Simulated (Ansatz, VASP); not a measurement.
One calculation of Au, two programs

INCAR

```
SYSTEM = Au
ALGO     = Normal         ! electronic algorithm
EDIFF    = 1E-8           ! SCF threshold, eV
ENCUT    = 520            ! plane-wave cutoff, eV
ISIF     = 2              ! what is computed and relaxed
ISMEAR   = -1             ! smearing method
LASPH    = .True.         ! aspherical terms in the spheres
LCHARG   = .False.        ! write CHGCAR
LEFG     = .True.       
LREAL    = .False.        ! projectors in reciprocal space
LWAVE    = .False.        ! write WAVECAR
NBANDS   = 18             ! bands
NELM     = 100            ! most SCF steps
PREC     = Accurate       ! precision mode
SIGMA    = 0.03           ! smearing width, eV
```

File KPOINTS:

```
k-points
0
Gamma
  14 14 8
  0 0 0
```

POSCAR

```
Au
1.0
    2.8902993466      0.0000000000      0.0000000000
   -1.4451496733      2.5030726588      0.0000000000
    0.0000000000      0.0000000000      4.8636788079
Au
2
Direct
    0.3333333333      0.6666666667      0.7500000000
    0.6666666667      0.3333333333      0.2500000000
```

Input for Ansatz:

```yaml
crystal:
  lattice:
    - [2.8902993466, 0.0, 0.0]
    - [-1.4451496733, 2.5030726588, 0.0]
    - [0.0, 0.0, 4.8636788079]
  atoms:
    - { symbol: Au, position: [0.3333333333, 0.6666666667, 0.75] }
    - { symbol: Au, position: [0.6666666667, 0.3333333333, 0.25] }
kpoints:
  mp_grid: { grid: [14, 14, 8] }
scf:
  occupations: { method: fermi_dirac, width: 0.03 }
hamiltonian:
  xc: lda
  pseudopotentials: { kind: paw }
output:
  forces: true
  stress: true
  eigenvalues: true
  efg: { contact_densities: true }
```

Change from the starting cell: volume scaled by 0.99, PAW files.

Alike in both runs: task electric field gradients; functional LDA; k mesh 14 × 14 × 8; occupations fermi-dirac, width 0.03 eV; no spin polarisation.

```csv
,VASP,Ansatz
version,VASP 6.6.1,Ansatz 0.2.0
potentials or method,"VASP PAW LDA potentials, release 64 (Au)","PAW with Ansatz's default frozen-core files, scalar-relativistic"
plane-wave cutoff (eV),520,420
valence electrons in the cell,22,38
```

Ansatz gave:

* pressure (GPa): -9.4
* traceless stress, the component that is largest in VASP (GPa): -0.01
* size of Vzz on the site where it differs most (V/Å²): 11.2

Question: Which values does VASP return?

Answer: Pressure (GPa): -9.0; traceless stress, the component that is largest in VASP (GPa): -0.13; size of Vzz on the site where it differs most (V/Å²): 24.5.

LDA's correlation is that of Perdew and Zunger in VASP and of Perdew and Wang (1992) in Ansatz. VASP's potentials hold 22 valence electrons a cell and Ansatz's 38, so a difference there can come from the potentials and not from the codes.

Spin-orbit coupling is off throughout.
